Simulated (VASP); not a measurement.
# Sc (Pm-3m) in VASP: single point with LDA

Aim: the single point of Sc with LDA.

Program: VASP 6.6.1. These are calculated values, not measurements. Logs are shortened: lines on timing, memory, paths and dates and some standing lists are left out, and cuts for length are marked.

## Step 1: The cell of the first run

The structure is cubic, space group Pm-3m (No. 221). Conventional cell: a = 3.480 Å, b = 3.480 Å, c = 3.480 Å, α = 90.00°, β = 90.00°, γ = 90.00°. Sc (site symmetry m-3m) has 6 Sc at 3.48 Å within 4.6 Å.

## Step 2: Single point, LDA

Contents of INCAR:

```
PREC = Accurate
ENCUT = 520
EDIFF = 1E-7
ISMEAR = -1
SIGMA = 0.01
LREAL = F
LASPH = T
NELM = 80
ALGO = Normal
ISIF = 2
LWAVE = F
LCHARG = T
LELF = T
LVHAR = T
NBANDS = 12
```

Contents of KPOINTS:

```
Automatic mesh
0
Gamma
  7 7 7
```

Contents of POSCAR:

```
Sc
1.0
    3.4800000000      0.0000000000      0.0000000000
    0.0000000000      3.4800000000      0.0000000000
    0.0000000000      0.0000000000      3.4800000000
Sc
1
Direct
    0.5000000000      0.5000000000      0.5000000000
```

Potentials or basis: VASP PAW LDA potentials, release 64 (Sc_sv).

Started as:

```
> cat potpaw_LDA.64/Sc_sv/POTCAR > POTCAR
> mpirun -np 1 vasp_std > vasp.out
```

OUTCAR:

```text
PREC = Accurate
   ENCUT = 520
   EDIFF = 1E-7
   ISMEAR = -1
   LREAL = F
   LASPH = T
   NELM = 80
   ISIF = 2

 ion  position               nearest neighbor table
   1  0.500  0.500  0.500-

  LATTYP: Found a simple cubic cell.
 ALAT       =     3.4800000000

  Lattice vectors:

 A1 = (   3.4800000000,   0.0000000000,   0.0000000000)
 A2 = (   0.0000000000,   3.4800000000,   0.0000000000)
 A3 = (   0.0000000000,   0.0000000000,   3.4800000000)

Analysis of symmetry for initial positions (statically):
=====================================================================
 Subroutine PRICEL returns:
 Original cell was already a primitive cell.

 Routine SETGRP: Setting up the symmetry group for a
 simple cubic supercell.

 Subroutine GETGRP returns: Found 48 space group operations
 (whereof 48 operations were pure point group operations)
 out of a pool of 48 trial point group operations.

The static configuration has the point symmetry O_h .

Analysis of symmetry for dynamics (positions and initial velocities):
=====================================================================
 Subroutine PRICEL returns:
 Original cell was already a primitive cell.

 Routine SETGRP: Setting up the symmetry group for a
 simple cubic supercell.

 Subroutine GETGRP returns: Found 48 space group operations
 (whereof 48 operations were pure point group operations)
 out of a pool of 48 trial point group operations.

The dynamic configuration has the point symmetry O_h .

 Subroutine INISYM returns: Found 48 space group operations
 (whereof 48 operations are pure point group operations),
 and found     1 'primitive' translations

----------------------------------------------------------------------------------------

                                     Primitive cell

  volume of cell :      42.1442

  direct lattice vectors                    reciprocal lattice vectors
     3.480000000  0.000000000  0.000000000     0.287356322  0.000000000  0.000000000
     0.000000000  3.480000000  0.000000000     0.000000000  0.287356322  0.000000000
     0.000000000  0.000000000  3.480000000     0.000000000  0.000000000  0.287356322

  length of vectors
     3.480000000  3.480000000  3.480000000     0.287356322  0.287356322  0.287356322

  position of ions in fractional coordinates (direct lattice)
     0.500000000  0.500000000  0.500000000

  ion indices of the primitive-cell ions
   primitive index   ion index
                 1           1

----------------------------------------------------------------------------------------

 KPOINTS: Automatic mesh

Automatic generation of k-mesh.
 Grid dimensions read from file:
 generate k-points for:    7    7    7

 Generating k-lattice:

  Cartesian coordinates                     Fractional coordinates (reciprocal lattice)
     0.041050903  0.000000000  0.000000000     0.142857143  0.000000000  0.000000000
     0.000000000  0.041050903  0.000000000     0.000000000  0.142857143  0.000000000
     0.000000000  0.000000000  0.041050903     0.000000000  0.000000000  0.142857143

  Length of vectors
     0.041050903  0.041050903  0.041050903

  Shift w.r.t. Gamma in fractional coordinates (k-lattice)
     0.000000000  0.000000000  0.000000000

 Subroutine IBZKPT returns following result:
 ===========================================

 Found     20 irreducible k-points:

 Following reciprocal coordinates:
            Coordinates               Weight
  0.000000  0.000000  0.000000      1.000000
  0.142857  0.000000  0.000000      6.000000
  0.285714  0.000000  0.000000      6.000000
  0.428571  0.000000  0.000000      6.000000
  0.142857  0.142857  0.000000     12.000000
  0.285714  0.142857  0.000000     24.000000
[... 12 lines left out ...]
  0.428571  0.428571  0.285714     24.000000
  0.428571  0.428571  0.428571      8.000000
   k-points           NKPTS =     20   k-points in BZ     NKDIM =     20   number of bands    NBANDS=     12
   number of dos      NEDOS =    301   number of ions     NIONS =      1
   total plane-waves  NPLWV =  21952
   dimension x,y,z NGX =    28 NGY =   28 NGZ =   28
   dimension x,y,z NGXF=    56 NGYF=   56 NGZF=   56
   ions per type =               1
   NGX,Y,Z   is equivalent  to a cutoff of  13.38, 13.38, 13.38 a.u.
   NGXF,Y,Z  is equivalent  to a cutoff of  26.75, 26.75, 26.75 a.u.
 SYSTEM =  unknown system
   PREC   = accura    normal or accurate (medium, high low for compatibility)
   ISTART =      0    job   : 0-new  1-cont  2-samecut
   ICHARG =      2    charge: 1-file 2-atom 10-const
   ISPIN  =      1    spin polarized calculation?
   LNONCOLLINEAR =      F non collinear calculations
   LSORBIT =      F    spin-orbit coupling
   LASPH  =      T    aspherical Exc in radial PAW
   ENCUT  =  520.0 eV  38.22 Ry    6.18 a.u.   6.47  6.47  6.47*2*pi/ulx,y,z
   NELM   =     80;   NELMIN=  2; NELMDL= -5     # of ELM steps
   EDIFF  = 0.1E-06   stopping-criterion for ELM
   LREAL  =      F    real-space projection
   EDIFFG = 0.1E-05   stopping-criterion for IOM
   NSW    =      0    number of steps for IOM
   IBRION =     -1    ionic relax: 0-MD 1-quasi-New 2-CG
   NFREE  =      0    steps in history (QN), initial steepest desc. (CG)
   ISIF   =      2    stress and relaxation
   ISYM   =      2    0-nonsym 1-usesym 2-fastsym
   POTIM  = 0.5000    time-step for ionic-motion
   TEBEG  =    0.0;   TEEND  =   0.0 temperature during run
   PSTRESS=    0.0 pullay stress
   NELECT =      11.0000    total number of electrons
   NUPDOWN=      -1.0000    fix difference up-down
   EMIN   =  10.00;   EMAX   =-10.00  energy-range for DOS
   EFERMI =   0.00;   METHOD = LEGACY
   ISMEAR =    -1;   SIGMA  =   0.01  broadening in eV -4-tet -1-fermi 0-gaus
   EFERMI_NEDOS =   21; number of points for ismear=-14 and -15
   IALGO  =     38    algorithm
   IMIX   =      4    mixing-type and parameters
     AMIX     =   0.40;   BMIX     =  1.00
     AMIX_MAG =   1.60;   BMIX_MAG =  1.00
  volume/ion in A,a.u.               =      42.14       284.40
  Fermi-wavevector in a.u.,A,eV,Ry     =   1.046228  1.977085 14.892852  1.094594
  Thomas-Fermi vector in A             =   2.181058
   LORBIT       =      0    0 simple, 1 ext, 2 COOP (PROOUT), +10 PAW based schemes
   GGA     = CA    functional components
   LHFCALC =     F    Hartree Fock is set to
   AEXX    =    0.0000 exact exchange contribution
   IVDW    =     0    specifies the selected vdW correction
   LEPSILON=     F    determine dielectric tensor
   LRPA    =     F    only Hartree local field effects (RPA)
 non-spin polarized calculation
  energy-cutoff  :      520.00
  volume of cell :       42.14
 maximum number of plane-waves:      1145
 NGX is ok and might be reduce to    28
   NGX = 13   NGY = 13   NGZ = 13

 number of electron      11.0000000 magnetization

 Free energy of the ion-electron system (eV)
  ---------------------------------------------------
  ext. energy  EPLUGINS =         0.00000000
  ---------------------------------------------------
  free energy    TOTEN  =        -5.14211377 eV

  energy without entropy =       -5.14133447  energy(sigma->0) =       -5.14172412

 E-fermi :   0.8457     XC(G=0):  -8.0881

 val. band max:        0.8309963110   @ k =   0.2857   0.0000   0.0000
 cond. band min:       0.8589101008   @ k =   0.1429   0.1429   0.0000
 fundamental gap:      0.0279137897
 Fermi energy:         0.8456866563

 k-point     1 :       0.0000    0.0000    0.0000
  band No.  band energies     occupation
      1     -49.1238      2.00000
      2     -27.9953      2.00000
      3     -27.9953      2.00000
      4     -27.9953      2.00000
      5      -3.0151      2.00000
      6       0.6500      2.00000
      7       0.6500      2.00000
      8       2.9307      0.00000
      9       2.9307      0.00000
     10       2.9307      0.00000
     11       9.4968      0.00000
     12       9.4968      0.00000

 k-point     2 :       0.1429    0.0000    0.0000
  band No.  band energies     occupation
      1     -49.1222      2.00000
      2     -28.0156      2.00000
      3     -27.9937      2.00000
      4     -27.9937      2.00000
      5      -2.7386      2.00000
      6       0.7043      2.00000
      7       0.7570      1.99972
      8       2.7680      0.00000
      9       2.7680      0.00000
     10       2.9431      0.00000
     11       7.6926      0.00000
     12       9.9132      0.00000

 k-point     3 :       0.2857    0.0000    0.0000
  band No.  band energies     occupation
      1     -49.1185      2.00000
      2     -28.0608      2.00000
      3     -27.9900      2.00000
      4     -27.9900      2.00000
      5      -1.9690      2.00000
      6       0.8310      1.62582
      7       0.9179      0.00146
      8       2.4413      0.00000
      9       2.4413      0.00000
     10       2.9713      0.00000
     11       5.4767      0.00000
     12      10.9849      0.00000
[... 226 lines left out ...]
 k-point    19 :       0.4286    0.4286    0.2857
  band No.  band energies     occupation
      1     -49.1021      2.00000
      2     -28.0794      2.00000
      3     -28.0791      2.00000
      4     -28.0413      2.00000
      5       0.5522      2.00000
      6       1.1665      0.00000
      7       1.2345      0.00000
      8       2.1029      0.00000
      9       3.0789      0.00000
     10       3.9607      0.00000
     11       5.2941      0.00000
     12       6.6628      0.00000

 k-point    20 :       0.4286    0.4286    0.4286
  band No.  band energies     occupation
      1     -49.0992      2.00000
      2     -28.0758      2.00000
      3     -28.0753      2.00000
      4     -28.0753      2.00000
      5       0.7563      1.99974
      6       0.9204      0.00114
      7       0.9204      0.00114
      8       3.1366      0.00000
      9       3.1366      0.00000
     10       4.7811      0.00000
     11       6.1151      0.00000
     12       6.1151      0.00000

------------------------ aborting loop because EDIFF is reached ----------------------------------------

  FORCE on cell =-STRESS in cart. coord.  units (eV):
  Direction    XX          YY          ZZ          XY          YZ          ZX
  --------------------------------------------------------------------------------------
  -------------------------------------------------------------------------------------
  Total       -2.4556267     -2.4556267     -2.4556267      0.0000000      0.0000000     -0.0000000
  in kB      -93.3544878    -93.3544878    -93.3544878      0.0000000      0.0000000     -0.0000000
  external PRESSURE =     -93.3544878 kB  Pullay stress =       0.0000000 kB

 VOLUME and BASIS-vectors are now :
 -----------------------------------------------------------------------------
  energy-cutoff  :      520.00
  volume of cell :       42.14
      direct lattice vectors                 reciprocal lattice vectors
     3.480000000  0.000000000  0.000000000     0.287356322  0.000000000  0.000000000
     0.000000000  3.480000000  0.000000000     0.000000000  0.287356322  0.000000000
     0.000000000  0.000000000  3.480000000     0.000000000  0.000000000  0.287356322

 POSITION                                       TOTAL-FORCE (eV/Angst)
 -----------------------------------------------------------------------------------
      1.74000      1.74000      1.74000         0.000000      0.000000      0.000000
 -----------------------------------------------------------------------------------
    total drift:                                0.000000      0.000000      0.000000

  FREE ENERGIE OF THE ION-ELECTRON SYSTEM (eV)
  ---------------------------------------------------
  free  energy   TOTEN  =        -5.1421137657 eV

  energy  without entropy=       -5.1413344710  energy(sigma->0) =       -5.14172412
```

Wall time 17 s (1 thread of Intel Xeon 8259CL, shared host); peak memory 0.14 GiB.

What came out:

| Property | Result |
| --- | --- |
| Free energy | -5.1421 eV |
| Pressure | -9.3 GPa |
